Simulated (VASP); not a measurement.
# Al16As15 (a cell with a defect) in VASP: further runs, part 3 of 3

VASP 6.6.1.

## (4) Relaxation of the atoms, PBE (atoms taken out)

INCAR reads:

```
SYSTEM = Al16As15
  PREC = Accurate
  ENCUT = 520
  EDIFF = 1E-7
  ISMEAR = 0
  SIGMA = 0.01
  LREAL = Auto
  LASPH = .TRUE.
  NELM = 100
  ALGO = Fast
  ISIF = 2
  LWAVE = .FALSE.
  LCHARG = .FALSE.
  GGA = PE
  IBRION = 2
  NSW = 65
  EDIFFG = -0.025
  NELECT = 124.0
```

KPOINTS reads:

```
Automatic mesh
0
Gamma
  2 2 2
  0.5 0.5 0.5
```

POSCAR reads:

```
Al16As15
1.0
   -5.7279123634      5.7279123634      5.7279123634
    5.7279123634     -5.7279123634      5.7279123634
    5.7279123634      5.7279123634     -5.7279123634
Al As
16 15
Direct
    0.5223339312      0.0000000000      0.5000000000
    0.5020128770      0.2529320459      0.2520128770
    0.4970679541      0.4990808311     -0.0009191689
    0.7500000000      0.7723339312      0.5000000000
    0.5020128770      0.7520128770      0.7529320459
    0.7500000000      0.0000000000      0.2723339312
    0.7500000000      0.2479871230      0.0009191689
   -0.0020128770      0.5009191689      0.5000000000
    0.7500000000      0.5009191689      0.7479871230
    0.0029320459      0.7520128770      0.2520128770
   -0.0020128770      0.0000000000      0.0009191689
    0.2509191689      0.2479871230      0.5000000000
   -0.0223339312      0.2276660688      0.7276660688
    0.2490808311      0.4990808311      0.2470679541
    0.2490808311      0.7470679541     -0.0009191689
    0.2509191689      0.0000000000      0.7479871230
    0.7500000000      0.2463206477      0.2530994403
    0.7500000000      0.5000000000      0.0000000000
   -0.0036793523      0.7530994403      0.5000000000
    0.7500000000      0.7530994403      0.7463206477
   -0.0036793523      0.0000000000      0.2530994403
   -0.0030994403      0.2469005597     -0.0067787927
    0.2500000000      0.5000000000      0.5000000000
   -0.0030994403      0.4932212073      0.7469005597
    0.2567787927      0.7536793523      0.2536793523
    0.2500000000      0.0000000000      0.0000000000
    0.5030994403      0.2463206477      0.5000000000
    0.2432212073      0.2469005597      0.7469005597
    0.5036793523      0.5067787927      0.2536793523
    0.5036793523      0.7536793523      0.0067787927
    0.5030994403      0.0000000000      0.7463206477
```

Potentials or basis: VASP PAW PBE potentials, release 64 (Al, As).

Command:

```
$ cat potpaw_PBE.64/Al/POTCAR potpaw_PBE.64/As/POTCAR > POTCAR
$ mpirun -np 1 vasp_std > vasp.out
```

OUTCAR:

```text
SYSTEM = Al16As15
   PREC = Accurate
   ENCUT = 520
   EDIFF = 1E-7
   ISMEAR = 0
   LREAL = Auto
   LASPH = .TRUE.
   NELM = 100
   ISIF = 2
   GGA = PE
   IBRION = 2
   NSW = 65
   EDIFFG = -0.025
   NELECT = 124.0

 ion  position               nearest neighbor table
   1  0.522  0.000  0.500-  25 2.51  27 2.51  31 2.51
   2  0.502  0.253  0.252-  17 2.48  27 2.48  26 2.50  29 2.51
   3  0.497  0.499  0.999-  29 2.48  30 2.48  18 2.50  28 2.51
   4  0.750  0.772  0.500-  29 2.51  20 2.51  19 2.51
   5  0.502  0.752  0.753-  20 2.48  31 2.48  23 2.50  30 2.51
   6  0.750  0.000  0.272-  30 2.51  21 2.51  17 2.51
   7  0.750  0.248  0.001-  31 2.48  22 2.48  18 2.50  17 2.51
   8  0.998  0.501  0.500-  17 2.48  24 2.48  23 2.50  19 2.51
   9  0.750  0.501  0.748-  27 2.48  24 2.48  18 2.50  20 2.51
  10  0.003  0.752  0.252-  19 2.48  21 2.48  18 2.50  25 2.51
  11  0.998  0.000  0.001-  20 2.48  22 2.48  26 2.50  21 2.51
  12  0.251  0.248  0.500-  21 2.48  28 2.48  23 2.50  27 2.51
  13  0.978  0.228  0.728-  22 2.51  24 2.51  28 2.51
  14  0.249  0.499  0.247-  25 2.48  29 2.48  23 2.50  22 2.51
  15  0.249  0.747  0.999-  25 2.48  30 2.48  26 2.50  24 2.51
  16  0.251  0.000  0.748-  19 2.48  28 2.48  26 2.50  31 2.51
  17  0.750  0.246  0.253-   8 2.48   2 2.48   7 2.51   6 2.51
  18  0.750  0.500  0.000-   7 2.50   9 2.50  10 2.50   3 2.50
  19  0.996  0.753  0.500-  16 2.48  10 2.48   8 2.51   4 2.51
[... 10 lines left out ...]
  30  0.504  0.754  0.007-   3 2.48  15 2.48   5 2.51   6 2.51
  31  0.503  0.000  0.746-   7 2.48   5 2.48  16 2.51   1 2.51

  LATTYP: Found a body centered cubic cell.
 ALAT       =    11.4558247268

[... 739 lines left out ...]

 number of electron     123.9999999 magnetization

 Free energy of the ion-electron system (eV)
  ---------------------------------------------------
  ext. energy  EPLUGINS =         0.00000000
  ---------------------------------------------------
  free energy    TOTEN  =      -136.90341543 eV

  energy without entropy =     -136.89811530  energy(sigma->0) =     -136.90076537

 E-fermi :   4.5812     XC(G=0):  -8.8490

 val. band max:        4.2551302723   @ k =  -0.2500   0.2500   0.2500
 cond. band min:       4.5879973111   @ k =  -0.2500   0.2500   0.2500
 fundamental gap:      0.3328670388
 Fermi energy:         4.5811566216

 k-point     1 :       0.2500    0.2500    0.2500
  band No.  band energies     occupation
      1      -7.6644      2.00000
      2      -7.6644      2.00000
      3      -7.6644      2.00000
      4      -7.5211      2.00000
      5      -6.7124      2.00000
      6      -6.7124      2.00000
[... 66 lines left out ...]
     73       5.9829      0.00000
     74       6.0014      0.00000

 k-point     2 :      -0.2500    0.2500    0.2500
  band No.  band energies     occupation
      1      -7.9757      2.00000
      2      -7.3414      2.00000
      3      -7.3414      2.00000
      4      -7.3196      2.00000
      5      -7.2403      2.00000
      6      -6.9291      2.00000
[... 66 lines left out ...]
     73       6.8038      0.00000
     74       6.8038      0.00000
 [bands above 74 left out]

------------------------ aborting loop because EDIFF is reached ----------------------------------------

  FORCE on cell =-STRESS in cart. coord.  units (eV):
  Direction    XX          YY          ZZ          XY          YZ          ZX
  --------------------------------------------------------------------------------------
  -------------------------------------------------------------------------------------
  Total       -0.0175788     -0.0175788     -0.0175788     -0.0000000      0.0000000     -0.0000000
  in kB       -0.0374671     -0.0374671     -0.0374671     -0.0000000      0.0000000     -0.0000000
  external PRESSURE =      -0.0374671 kB  Pullay stress =       0.0000000 kB
[... 46 lines left out ...]
  FREE ENERGIE OF THE ION-ELECTRON SYSTEM (eV)
  ---------------------------------------------------
  free  energy   TOTEN  =      -136.9034154348 eV

  energy  without entropy=     -136.8981152960  energy(sigma->0) =     -136.90076537

 reached required accuracy - stopping structural energy minimisation
```

Run time: 22 min. Hardware: 1 thread of Oxide Virtual Turin-like, shared host; peak memory 1.1 GiB.

Results:

| Property | Result |
| --- | --- |
| Free energy | -136.9034 eV |
| Energy gained by relaxing | 4.6 meV/atom |
| Ionic steps | 9 |
| Largest force after relaxing | 0.010 eV/Å |

Forces on the atoms (eV/Å):
```
Al  -0.005  0.005  0.005
Al   0.003 -0.009  0.003
Al  -0.009 -0.003 -0.003
Al   0.005 -0.005  0.005
Al   0.003  0.003 -0.009
Al   0.005  0.005 -0.005
Al   0.009  0.003 -0.003
Al   0.003 -0.003  0.009
Al   0.009 -0.003  0.003
Al  -0.009  0.003  0.003
Al   0.003  0.009 -0.003
Al  -0.003  0.003  0.009
Al  -0.005 -0.005 -0.005
Al  -0.003 -0.003 -0.009
Al  -0.003 -0.009 -0.003
Al  -0.003  0.009  0.003
As   0.005 -0.006  0.006
As   0.000  0.000  0.000
As  -0.006  0.006  0.005
As   0.005  0.006 -0.006
As  -0.006  0.005  0.006
As   0.006  0.006 -0.005
As   0.000  0.000  0.000
As   0.006 -0.005  0.006
As  -0.005 -0.006 -0.006
As   0.000  0.000  0.000
As   0.006 -0.006  0.005
As  -0.005  0.006  0.006
As  -0.006 -0.005 -0.006
As  -0.006 -0.006 -0.005
As   0.006  0.005 -0.006
```

The path:
```csv
step,energy change (eV),largest force (eV/Å),pressure (GPa)
1,0.0000,0.4788,0.73
2,-0.0465,0.3538,0.62
3,-0.0724,0.1800,0.48
4,-0.0994,0.1270,0.38
5,-0.1187,0.1198,0.24
6,-0.1365,0.0527,0.11
7,-0.1408,0.0274,0.01
8,-0.1408,0.0292,0.01
9,-0.1414,0.0098,0.00
```

Final structure:
```
Al As
1.0
    -5.72791    5.72791    5.72791
     5.72791   -5.72791    5.72791
     5.72791    5.72791   -5.72791
Al As
16 15
Direct
  0.53817 0.00000 0.50000
  0.50305 0.25372 0.25305
  0.49628 0.49933 0.99933
  0.75000 0.78817 0.50000
  0.50305 0.75305 0.75372
  0.75000 0.00000 0.28817
  0.75000 0.24695 0.00068
  0.99695 0.50067 0.50000
  0.75000 0.50067 0.74695
  0.00372 0.75305 0.25305
  0.99695 0.00000 0.00068
  0.25067 0.24695 0.50000
  0.96183 0.21183 0.71183
  0.24932 0.49932 0.24628
  0.24932 0.74628 0.99932
  0.25067 0.00000 0.74695
  0.75000 0.24407 0.25316
  0.75000 0.50000 0.00000
  0.99407 0.75316 0.50000
  0.75000 0.75316 0.74407
  0.99407 0.00000 0.25316
  0.99684 0.24684 0.99091
  0.25000 0.50000 0.50000
  0.99684 0.49091 0.74684
  0.25909 0.75593 0.25593
  0.25000 0.00000 0.00000
  0.50316 0.24407 0.50000
  0.24091 0.24684 0.74684
  0.50593 0.50909 0.25593
  0.50593 0.75593 0.00909
  0.50316 0.00000 0.74407
```

Levels at points of the mesh, in eV from the Fermi level:
```csv
k point,band 59,band 60,band 61,band 62,band 63,band 64
"(0.25, 0.25, 0.25)",-1.58,-1.56,-1.56,0.15,0.15,0.15
```

Caveat: the k points lie up to 0.39 Å⁻¹ apart; the cell carries a net charge on a neutralising background, which shifts energy and pressure; the cell differs from its parent crystal (atoms taken out); the cell is charged against a uniform background, so pressure and absolute levels hang on convention.
